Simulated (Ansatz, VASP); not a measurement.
**One calculation of HfC, two programs**

The input INCAR:

```
SYSTEM = HfC
ALGO = Normal
EDIFF = 1E-6
ENCUT = 520
GGA = PE
ISIF = 2
ISMEAR = -1
LASPH = .TRUE.
LCHARG = .FALSE.
LREAL = .FALSE.
LWAVE = .FALSE.
NBANDS = 14
NELM = 60
PREC = Accurate
SIGMA = 0.05
```

The input KPOINTS:

```
k-points
0
G
  15 15 15
  0 0 0
```

POSCAR

```
HfC
1.0
    0.0000000000      2.3947500000      2.3250000000
    2.3947500000      0.0000000000      2.3250000000
    2.3947500000      2.3947500000      0.0000000000
Hf C
1 1
Direct
    0.5000000000      0.5000000000      0.5000000000
    0.0000000000      0.0000000000      0.0000000000
```

Input for Ansatz:

```yaml
crystal:
  lattice:
    - [0.0, 2.39475, 2.325]
    - [2.39475, 0.0, 2.325]
    - [2.39475, 2.39475, 0.0]
  atoms:
    - { symbol: Hf, position: [0.5, 0.5, 0.5] }
    - { symbol: C, position: [0.0, 0.0, 0.0] }
kpoints:
  mp_grid: { grid: [15, 15, 15] }
  band_path:
    path:
      - [0.0, 0.0, 0.0]
      - [0.0, 0.5, 0.5]
      - [0.25, 0.75, 0.5]
      - [0.0, 0.5, 0.0]
      - [0.0, 0.0, 0.0]
      - [0.5, 0.5, 0.0]
      - [0.3826125, 0.6173875, 0.0]
      - [-0.3826125, 0.3826125, 0.0]
      - [0.0, 0.0, 0.0]
    npoints: 5
scf:
  occupations: { method: fermi_dirac, width: 0.05 }
hamiltonian:
  xc: pbe
  pseudopotentials: { kind: all_electron, lapw: { basis_error: 0.001 } }
output:
  forces: true
  stress: true
  eigenvalues: true
```

Change from the starting cell: equal xx and yy strain of +3 %.

Alike in both runs: task single point; functional PBE; k mesh 15 × 15 × 15; occupations fermi-dirac, width 0.05 eV; no spin polarisation.

|  | VASP | Ansatz |
| --- | --- | --- |
| version | VASP 6.6.1 | Ansatz 0.2.0 |
| potentials or method | VASP PAW PBE potentials, release 64 (Hf_pv, C), cutoff 520 eV | all-electron LAPW, scalar-relativistic |

|  | VASP | Ansatz | Ansatz less VASP |
| --- | --- | --- | --- |
| pressure (GPa) | -12.6 | -11.7 | +0.84 |
| traceless stress, the component that is largest in VASP (GPa) | 6.23 | 6.18 | -0.057 |

Ansatz ran all-electron here, and VASP with PAW potentials.

Neither program's run includes spin-orbit coupling.
